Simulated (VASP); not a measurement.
Wanted: the native input for a VASP 6.6.1 run.

* Task: electric field gradients
* Functional: r2SCAN
* Potentials or basis: VASP PAW PBE potentials, release 64 (Tl_d, W_sv)
* Cutoff: 520 eV
* k mesh: 7 × 7 × 7
* Occupations: fermi-dirac, width 0.05 eV
* Spin: no spin polarisation
* Dipole correction: no
* Further INCAR settings: ALGO = Normal; EDIFF = 1e-08; NBANDS = 50

Crystal: TlW2 (C15 type).

```
Tl W
1.0
     0.00000    3.83687    3.83687
     3.83687    0.00000    3.83687
     3.83687    3.83687    0.00000
Tl W
2 4
Direct
  0.12500 0.12500 0.12500
  0.87500 0.87500 0.87500
  0.50000 0.50000 0.50000
  0.50000 0.50000 0.00000
  0.50000 0.00000 0.50000
  0.00000 0.50000 0.50000
```

The input as run:

POSCAR

```
TlW2
1.0
    0.0000000000      3.8368669408      3.8368669408
    3.8368669408      0.0000000000      3.8368669408
    3.8368669408      3.8368669408      0.0000000000
Tl W
2 4
Direct
    0.1250000000      0.1250000000      0.1250000000
   -0.1250000000     -0.1250000000     -0.1250000000
    0.5000000000      0.5000000000      0.5000000000
    0.5000000000      0.5000000000      0.0000000000
    0.5000000000      0.0000000000      0.5000000000
    0.0000000000      0.5000000000      0.5000000000
```

INCAR.step1

```
SYSTEM = TlW2
  PREC = Accurate
  ENCUT = 520
  ISMEAR = -1
  SIGMA = 0.05
  LREAL = .False.
  LASPH = .True.
  NELM = 100
  NBANDS = 50
  GGA = PE
  ALGO = Normal
  EDIFF = 1E-4
  LWAVE = .True.
  LCHARG = .False.
```

INCAR.step2

```
SYSTEM = TlW2
  PREC = Accurate
  ENCUT = 520
  EDIFF = 1E-8
  ISMEAR = -1
  SIGMA = 0.05
  LREAL = .False.
  LASPH = .True.
  NELM = 100
  ALGO = Normal
  ISIF = 2
  LWAVE = .False.
  LCHARG = .False.
  METAGGA = R2SCAN
  LMIXTAU = .True.
  LEFG = .True.
  NBANDS = 50
  ISTART = 1
```

KPOINTS

```
regular mesh
0
Gamma
  7 7 7
  0 0 0
```

Potentials or basis: VASP PAW PBE potentials, release 64 (Tl_d, W_sv).

Command:

```bash
$ cat potpaw_PBE.64/Tl_d/POTCAR potpaw_PBE.64/W_sv/POTCAR > POTCAR
$ cp INCAR.step1 INCAR
$ mpirun -np 1 vasp_std > vasp.out
$ cp INCAR.step2 INCAR
$ mpirun -np 1 vasp_std > vasp.out
```

It gave:

The pressure is 0.6 GPa. The band gap on the k mesh is zero (band 41 reaches 11.91 eV, above the bottom of band 42 at 9.62 eV).

Caveat: without QUAD_EFG the Cq values of the log hold for a quadrupole moment of 1 mb, not for the nuclei; the PAW data sets were made with another functional, which shifts forces and pressure a little; spin-orbit coupling is left out, which moves the levels of the heavy elements.

It took 4.3 min on 1 thread of Intel(R) Xeon(R) Platinum 8559C (Emerald Rapids), on a shared host, peak memory 0.3 GiB.
